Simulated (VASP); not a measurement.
# CuO (Cc) in VASP: settings compared

The runs below take CuO through single point, with BLYP, LDA, r2SCAN.

Everything below comes from runs of VASP 6.6.1. Logs are shortened: lines on timing, memory, paths and dates and some standing lists are left out, and cuts for length are marked.

## 1. The cell of the first run

Symmetry: Cc, No. 9, monoclinic system. Conventional cell: a = 4.689 Å, b = 3.427 Å, c = 5.132 Å, α = 90.00°, β = 99.65°, γ = 90.00°. Cu (site symmetry 1) has 4 O at 1.91 to 2.02 Å within 2.5 Å. O (site symmetry 1) has 4 Cu at 1.91 to 2.02 Å within 2.5 Å.

## 2. Single point, BLYP

The input, INCAR:

```
SYSTEM = CuO
AGGAC    = 1.0          
AGGAX    = 1.0          
ALDAC    = 0.0          
ALDAX    = 1.0          
ALGO     = Normal         ! electronic algorithm
EDIFF    = 1E-6           ! SCF threshold, eV
ENCUT    = 520            ! plane-wave cutoff, eV
GGA      = B5             ! functional
ISIF     = 2              ! what is computed and relaxed
ISMEAR   = -1             ! smearing method
LASPH    = .TRUE.         ! aspherical terms in the spheres
LCHARG   = .TRUE.         ! write CHGCAR
LELF     = .TRUE.         ! ELF
LREAL    = .FALSE.        ! projectors in reciprocal space
LVHAR    = .TRUE.       
LWAVE    = .FALSE.        ! write WAVECAR
NBANDS   = 25             ! bands
NELM     = 60             ! most SCF steps
PREC     = Accurate       ! precision mode
SIGMA    = 0.05           ! smearing width, eV
```

The input, KPOINTS:

```
k-points
0
G
  10 10 5
  0 0 0
```

The input, POSCAR:

```
CuO
1.0
    2.3446497600     -1.7133998200      0.0000000000
    2.3446497600      1.7133998200      0.0000000000
   -0.8605499100      0.0000000000      5.0594394800
Cu O
2 2
Direct
    0.0032000000      0.4968000000      0.0000000000
    0.4968000000      0.0032000000      0.5000000000
    0.5714000000      0.4056000000      0.2537000000
    0.4056000000      0.5714000000      0.7537000000
```

Potentials or basis: VASP PAW PBE potentials, release 64 (Cu, O).

Launch:

```sh
$ cat potpaw_PBE.64/Cu/POTCAR potpaw_PBE.64/O/POTCAR > POTCAR
$ mpirun -np 1 vasp_std > vasp.out
```

OUTCAR:

```text
SYSTEM = CuO
   EDIFF = 1E-6
   ENCUT = 520
   GGA = B5
   ISIF = 2
   ISMEAR = -1
   LASPH = .TRUE.
   LREAL = .FALSE.
   NELM = 60
   PREC = Accurate

 ion  position               nearest neighbor table
   1  0.003  0.497  0.000-   4 1.91   3 1.93   4 1.98   3 2.02
   2  0.497  0.003  0.500-   3 1.91   4 1.93   3 1.98   4 2.02
   3  0.571  0.406  0.254-   2 1.91   1 1.93   2 1.98   1 2.02
   4  0.406  0.571  0.754-   1 1.91   2 1.93   1 1.98   2 2.02

  LATTYP: Found a base centered monoclinic cell.
 ALAT       =     4.6892995200
 B/A-ratio  =     0.7307700490
 C/A-ratio  =     1.0944283419
 COS(beta)  =    -0.1676798045

  Lattice vectors:

 A1 = (   2.3446497600,  -1.7133998200,   0.0000000000)
 A2 = (   2.3446497600,   1.7133998200,   0.0000000000)
 A3 = (  -0.8605499100,   0.0000000000,   5.0594394800)

Analysis of symmetry for initial positions (statically):
=====================================================================
 Subroutine PRICEL returns:
 Original cell was already a primitive cell.

 Routine SETGRP: Setting up the symmetry group for a
 base centered monoclinic supercell.

 Subroutine GETGRP returns: Found  2 space group operations
 (whereof  1 operations were pure point group operations)
 out of a pool of  4 trial point group operations.

The static configuration has the point symmetry C_1 .
 The point group associated with its full space group is C_1h.

Analysis of symmetry for dynamics (positions and initial velocities):
=====================================================================
 Subroutine PRICEL returns:
 Original cell was already a primitive cell.

 Routine SETGRP: Setting up the symmetry group for a
 base centered monoclinic supercell.

 Subroutine GETGRP returns: Found  2 space group operations
 (whereof  1 operations were pure point group operations)
 out of a pool of  4 trial point group operations.

The dynamic configuration has the point symmetry C_1 .
 The point group associated with its full space group is C_1h.

 Subroutine INISYM returns: Found  2 space group operations
 (whereof  1 operations are pure point group operations),
 and found     1 'primitive' translations

----------------------------------------------------------------------------------------

                                     Primitive cell

  volume of cell :      40.6508

  direct lattice vectors                    reciprocal lattice vectors
     2.344649760 -1.713399820  0.000000000     0.213251467 -0.291817470  0.036271514
     2.344649760  1.713399820  0.000000000     0.213251467  0.291817470  0.036271514
    -0.860549910  0.000000000  5.059439480     0.000000000  0.000000000  0.197650353

  length of vectors
     2.903983719  2.903983719  5.132102298     0.363248188  0.363248188  0.197650353

  position of ions in fractional coordinates (direct lattice)
     0.003200000  0.496800000  0.000000000
     0.496800000  0.003200000  0.500000000
     0.571400000  0.405600000  0.253700000
     0.405600000  0.571400000  0.753700000

  ion indices of the primitive-cell ions
   primitive index   ion index
                 1           1
                 2           2
                 3           3
                 4           4

----------------------------------------------------------------------------------------

 KPOINTS: k-points

Automatic generation of k-mesh.
 Grid dimensions read from file:
 generate k-points for:   10   10    5

 Generating k-lattice:

  Cartesian coordinates                     Fractional coordinates (reciprocal lattice)
     0.021325147 -0.029181747  0.003627151     0.100000000  0.000000000  0.000000000
     0.021325147  0.029181747  0.003627151     0.000000000  0.100000000  0.000000000
     0.000000000  0.000000000  0.039530071     0.000000000  0.000000000  0.200000000

  Length of vectors
     0.036324819  0.036324819  0.039530071

  Shift w.r.t. Gamma in fractional coordinates (k-lattice)
     0.000000000  0.000000000  0.000000000

 Subroutine IBZKPT returns following result:
 ===========================================

 Found    141 irreducible k-points:

 Following reciprocal coordinates:
            Coordinates               Weight
  0.000000  0.000000  0.000000      1.000000
  0.100000 -0.000000 -0.000000      4.000000
  0.200000 -0.000000 -0.000000      4.000000
  0.300000  0.000000  0.000000      4.000000
  0.400000  0.000000  0.000000      4.000000
  0.500000  0.000000 -0.000000      2.000000
[... 16 lines left out ...]
  0.300000  0.300000  0.000000      2.000000
  0.400000  0.300000 -0.000000      4.000000
 [... further k-points ...]
   k-points           NKPTS =    141   k-points in BZ     NKDIM =    141   number of bands    NBANDS=     25
   number of dos      NEDOS =    301   number of ions     NIONS =      4
   total plane-waves  NPLWV =  23040
   dimension x,y,z NGX =    24 NGY =   24 NGZ =   40
   dimension x,y,z NGXF=    48 NGYF=   48 NGZF=   80
   ions per type =               2   2
   NGX,Y,Z   is equivalent  to a cutoff of  13.74, 13.74, 12.96 a.u.
   NGXF,Y,Z  is equivalent  to a cutoff of  27.48, 27.48, 25.91 a.u.
 SYSTEM =  CuO
   PREC   = accura    normal or accurate (medium, high low for compatibility)
   ISTART =      0    job   : 0-new  1-cont  2-samecut
   ICHARG =      2    charge: 1-file 2-atom 10-const
   ISPIN  =      1    spin polarized calculation?
   LNONCOLLINEAR =      F non collinear calculations
   LSORBIT =      F    spin-orbit coupling
   LASPH  =      T    aspherical Exc in radial PAW
   ENCUT  =  520.0 eV  38.22 Ry    6.18 a.u.   5.40  5.40  9.54*2*pi/ulx,y,z
   NELM   =     60;   NELMIN=  2; NELMDL= -5     # of ELM steps
   EDIFF  = 0.1E-05   stopping-criterion for ELM
   LREAL  =      F    real-space projection
   EDIFFG = 0.1E-04   stopping-criterion for IOM
   NSW    =      0    number of steps for IOM
   IBRION =     -1    ionic relax: 0-MD 1-quasi-New 2-CG
   NFREE  =      0    steps in history (QN), initial steepest desc. (CG)
   ISIF   =      2    stress and relaxation
   ISYM   =      2    0-nonsym 1-usesym 2-fastsym
   POTIM  = 0.5000    time-step for ionic-motion
   TEBEG  =    0.0;   TEEND  =   0.0 temperature during run
   PSTRESS=    0.0 pullay stress
   NELECT =      34.0000    total number of electrons
   NUPDOWN=      -1.0000    fix difference up-down
   EMIN   =  10.00;   EMAX   =-10.00  energy-range for DOS
   EFERMI =   0.00;   METHOD = LEGACY
   ISMEAR =    -1;   SIGMA  =   0.05  broadening in eV -4-tet -1-fermi 0-gaus
   EFERMI_NEDOS =   21; number of points for ismear=-14 and -15
   IALGO  =     38    algorithm
   IMIX   =      4    mixing-type and parameters
     AMIX     =   0.40;   BMIX     =  1.00
     AMIX_MAG =   1.60;   BMIX_MAG =  1.00
  volume/ion in A,a.u.               =      10.16        68.58
  Fermi-wavevector in a.u.,A,eV,Ry     =   1.542451  2.914810 32.370379  2.379156
  Thomas-Fermi vector in A             =   2.648254
   LORBIT       =      0    0 simple, 1 ext, 2 COOP (PROOUT), +10 PAW based schemes
   GGA     = B5    functional components
   LHFCALC =     F    Hartree Fock is set to
   AEXX    =    0.0000 exact exchange contribution
   IVDW    =     0    specifies the selected vdW correction
   LEPSILON=     F    determine dielectric tensor
   LRPA    =     F    only Hartree local field effects (RPA)
 non-spin polarized calculation
  energy-cutoff  :      520.00
  volume of cell :       40.65
 maximum number of plane-waves:      1129
 NGX is ok and might be reduce to    24
   NGX = 11   NGY = 11   NGZ = 19

 number of electron      33.9999999 magnetization

 Free energy of the ion-electron system (eV)
  ---------------------------------------------------
  ext. energy  EPLUGINS =         0.00000000
  ---------------------------------------------------
  free energy    TOTEN  =       -17.88236199 eV

  energy without entropy =      -17.86327838  energy(sigma->0) =      -17.87282018

 E-fermi :   6.0093     XC(G=0): -11.3647

 val. band max:        6.0060093654   @ k =  -0.4000   0.2000   0.4000
 cond. band min:       6.0191252325   @ k =   0.4000   0.2000   0.4000
 fundamental gap:      0.0131158671
 Fermi energy:         6.0093201322

 k-point     1 :       0.0000    0.0000    0.0000
  band No.  band energies     occupation
      1     -13.7705      2.00000
      2     -12.4679      2.00000
      3      -2.0103      2.00000
      4       0.4904      2.00000
      5       0.8431      2.00000
      6       2.6112      2.00000
[... 17 lines left out ...]
     24      22.7064      0.00000
     25      23.0750      0.00000

 k-point     2 :       0.1000   -0.0000   -0.0000
  band No.  band energies     occupation
      1     -13.7040      2.00000
      2     -12.4470      2.00000
      3      -1.9018      2.00000
      4       0.4750      2.00000
      5       0.8210      2.00000
      6       1.9320      2.00000
[... 17 lines left out ...]
     24      22.0513      0.00000
     25      23.1001      0.00000

 k-point     3 :       0.2000   -0.0000   -0.0000
  band No.  band energies     occupation
      1     -13.5236      2.00000
      2     -12.3921      2.00000
      3      -1.6117      2.00000
      4       0.4191      2.00000
      5       0.7241      2.00000
      6       0.9488      2.00000
[... 17 lines left out ...]
     24      21.2617      0.00000
     25      22.6599      0.00000

 k-point     4 :       0.3000    0.0000    0.0000
  band No.  band energies     occupation
      1     -13.2863      2.00000
      2     -12.3232      2.00000
      3      -1.2469      2.00000
      4      -0.1454      2.00000
      5       0.3590      2.00000
      6       0.8271      2.00000
[... 17 lines left out ...]
     24      20.1414      0.00000
     25      22.2838      0.00000
[... 477 lines left out ...]
 k-point    22 :      -0.2000    0.2000    0.0000
  band No.  band energies     occupation
      1     -13.2318      2.00000
      2     -12.2982      2.00000
      3      -1.1507      2.00000
      4       0.2660      2.00000
      5       0.3549      2.00000
      6       0.6553      2.00000
[... 17 lines left out ...]
     24      20.0361      0.00000
     25      20.1880      0.00000

 k-point    23 :       0.3000    0.3000    0.0000
  band No.  band energies     occupation
      1     -12.9898      2.00000
      2     -12.2754      2.00000
      3      -0.6824      2.00000
      4      -0.2376      2.00000
      5       0.7258      2.00000
      6       0.7417      2.00000
[... 17 lines left out ...]
     24      20.7507      0.00000
     25      21.1624      0.00000

 k-point    24 :       0.4000    0.3000   -0.0000
  band No.  band energies     occupation
      1     -12.8055      2.00000
      2     -12.2302      2.00000
      3      -0.7174      2.00000
      4      -0.3940      2.00000
      5       0.5139      2.00000
      6       0.6797      2.00000
[... 17 lines left out ...]
     24      19.5382      0.00000
     25      20.7124      0.00000

 [... further k-points ...]

------------------------ aborting loop because EDIFF is reached ----------------------------------------

  FORCE on cell =-STRESS in cart. coord.  units (eV):
  Direction    XX          YY          ZZ          XY          YZ          ZX
  --------------------------------------------------------------------------------------
  -------------------------------------------------------------------------------------
  Total        3.3416780      3.4026951      3.3826486      0.0000000      0.0000000     -0.5153368
  in kB      131.7061593    134.1110380    133.3209400      0.0000000      0.0000000    -20.3110628
  external PRESSURE =     133.0460458 kB  Pullay stress =       0.0000000 kB

 VOLUME and BASIS-vectors are now :
 -----------------------------------------------------------------------------
  energy-cutoff  :      520.00
  volume of cell :       40.65
      direct lattice vectors                 reciprocal lattice vectors
     2.344649760 -1.713399820  0.000000000     0.213251467 -0.291817470  0.036271514
     2.344649760  1.713399820  0.000000000     0.213251467  0.291817470  0.036271514
    -0.860549910  0.000000000  5.059439480     0.000000000  0.000000000  0.197650353

 POSITION                                       TOTAL-FORCE (eV/Angst)
 -----------------------------------------------------------------------------------
      1.17232      0.84573      0.00000        -0.679662      0.381947      0.266361
      0.74205     -0.84573      2.52972        -0.679662     -0.381947      0.266361
      2.07240     -0.28408      1.28358         0.679662      0.223256     -0.266361
      1.64213      0.28408      3.81330         0.679662     -0.223256     -0.266361
 -----------------------------------------------------------------------------------
    total drift:                               -0.000314      0.000000     -0.000441

  FREE ENERGIE OF THE ION-ELECTRON SYSTEM (eV)
  ---------------------------------------------------
  free  energy   TOTEN  =       -17.8823619897 eV

  energy  without entropy=      -17.8632783756  energy(sigma->0) =      -17.87282018
```

It took 4.4 min on 1 thread of Intel Xeon 8259CL, shared host; peak memory 0.25 GiB.

Results:

* Free energy: -17.8824 eV
* Pressure: 13.3 GPa
* Largest force: 0.824 eV/Å
* Band gap on the k mesh: zero (bands 17 and 18 overlap by 0.60 eV)

Forces in eV/Å, atoms in the order of the input:
```
Cu  -0.680  0.382  0.266
Cu  -0.680 -0.382  0.266
O    0.680  0.223 -0.266
O    0.680 -0.223 -0.266
```

Stress tensor (GPa, compression positive):
```
13.17  0.00 -2.03
 0.00 13.41  0.00
-2.03  0.00 13.33
```

Caveat: the cell stands under pressure; the PAW data sets were made with another functional, which shifts forces and pressure a little; semilocal functionals often make such compounds metallic where correlation or magnetic order opens a gap, which also shifts bond lengths. With open d or f shells a metallic result of BLYP can be an artefact of self-interaction; +U or a hybrid may open a gap.

## 3. Single point, LDA

This run uses another cell than the first one, of 10.37 Å³/atom.

The input, INCAR:

```
SYSTEM = CuO
ALGO = Normal ; EDIFF = 1E-6
ENCUT = 520 ; ISIF = 2
ISMEAR = -1 ; LASPH = .True.
LCHARG = .True. ; LELF = .True.
LREAL = .False. ; LVHAR = .True.
LWAVE = .False. ; NBANDS = 25
NELM = 100 ; PREC = Accurate
SIGMA = 0.05
```

The input, KPOINTS:

```
k-points
0
Gamma
  10 10 5
  0 0 0
```

The input, POSCAR:

```
CuO
1.0
    2.3601776944     -1.7247471694      0.0000000000
    2.3601776944      1.7247471694      0.0000000000
   -0.8662490821      0.0000000000      5.0929466782
Cu O
2 2
Direct
    0.0032000000      0.4968000000      0.0000000000
    0.4968000000      0.0032000000      0.5000000000
    0.5714000000      0.4056000000      0.2537000000
    0.4056000000      0.5714000000      0.7537000000
```

Potentials or basis: VASP PAW LDA potentials, release 64 (Cu, O).

Launch:

```sh
$ cat potpaw_LDA.64/Cu/POTCAR potpaw_LDA.64/O/POTCAR > POTCAR
$ mpirun -np 1 vasp_std > vasp.out
```

Wall time 3.2 min (1 thread of Intel Xeon 8259CL, shared host); peak memory 0.23 GiB.

It converged, with:

| Quantity | Value |
| --- | --- |
| Free energy | -23.0539 eV |
| Pressure | -11.9 GPa |
| Largest force | 0.781 eV/Å |
| Band gap on the k mesh | zero (bands 17 and 18 overlap by 0.61 eV) |

Forces in eV/Å, atoms in the order of the input:
```
Cu  -0.542  0.273  0.201
Cu  -0.542 -0.273  0.201
O    0.542  0.526 -0.201
O    0.542 -0.526 -0.201
```

Stress tensor (GPa, compression positive):
```
-12.80   0.00   0.14
  0.00  -7.88   0.00
  0.14   0.00 -14.94
```

Levels at points of the mesh, in eV from the Fermi level:
```csv
k point,band 15,band 16,band 17,band 18,band 19,band 20
"(0.00, 0.00, 0.00)",-2.07,-1.58,0.24,0.90,1.67,5.97
"(0.50, 0.00, 0.00)",-1.42,-1.34,-0.04,0.29,4.81,6.17
"(0.50, 0.50, 0.00)",-1.68,-1.17,-0.61,1.05,3.36,6.86
```

Caveat: the stress differs along the axes, from -15 to -8 GPa; semilocal functionals often make such compounds metallic where correlation or magnetic order opens a gap, which also shifts bond lengths.

## 4. Single point, BLYP

This run uses another cell than the first one, of 10.37 Å³/atom.

The input, INCAR:

```
SYSTEM = CuO
  PREC = Accurate
  ENCUT = 520
  EDIFF = 1E-6
  ISMEAR = -1
  SIGMA = 0.05
  LREAL = .False.
  LASPH = .True.
  NELM = 80
  ALGO = Normal
  ISIF = 2
  LWAVE = .False.
  LCHARG = .False.
  GGA = B5
  ALDAX = 1.0
  AGGAX = 1.0
  AGGAC = 1.0
  ALDAC = 0.0
  NBANDS = 25
```

The input, KPOINTS:

```
Automatic mesh
0
Gamma
  10 10 5
  0 0 0
```

POSCAR is that of step 3.

Potentials or basis: VASP PAW PBE potentials, release 64 (Cu, O).

Launch:

```sh
$ cat potpaw_PBE.64/Cu/POTCAR potpaw_PBE.64/O/POTCAR > POTCAR
$ mpirun -np 1 vasp_std > vasp.out
```

Run time: 3.8 min. Hardware: 1 thread of Intel Xeon 8259CL, shared host; peak memory 0.25 GiB.

Results (log left out):

```yaml
Free_energy: -17.9409 eV
Pressure: 9.4 GPa
Largest_force: 0.762 eV/Å
Band_gap_on_the_k_mesh: zero (bands 17 and 18 overlap by 0.59 eV)
```

Forces in eV/Å, atoms in the order of the input:
```
Cu  -0.633  0.347  0.245
Cu  -0.633 -0.347  0.245
O    0.633  0.284 -0.245
O    0.633 -0.284 -0.245
```

Stress tensor (GPa, compression positive):
```
 9.12  0.00 -1.50
 0.00 10.34  0.00
-1.50  0.00  8.80
```

Levels at points of the mesh, in eV from the Fermi level:
| k point | band 14 | band 15 | band 16 | band 17 | band 18 | band 19 | band 20 | band 21 |
| --- | --- | --- | --- | --- | --- | --- | --- | --- |
| (0.00, 0.00, 0.00) | -2.22 | -2.13 | -1.68 | 0.21 | 0.89 | 1.80 | 6.33 | 8.07 |
| (0.50, 0.00, 0.00) | -1.60 | -1.48 | -1.40 | -0.03 | 0.29 | 5.04 | 6.40 | 6.92 |
| (0.50, 0.50, 0.00) | -2.11 | -1.67 | -1.25 | -0.67 | 1.03 | 3.67 | 7.02 | 8.61 |

Caveat: the cell stands under pressure; the PAW data sets were made with another functional, which shifts forces and pressure a little; semilocal functionals often make such compounds metallic where correlation or magnetic order opens a gap, which also shifts bond lengths.

(Continued in part 2 of 2.)
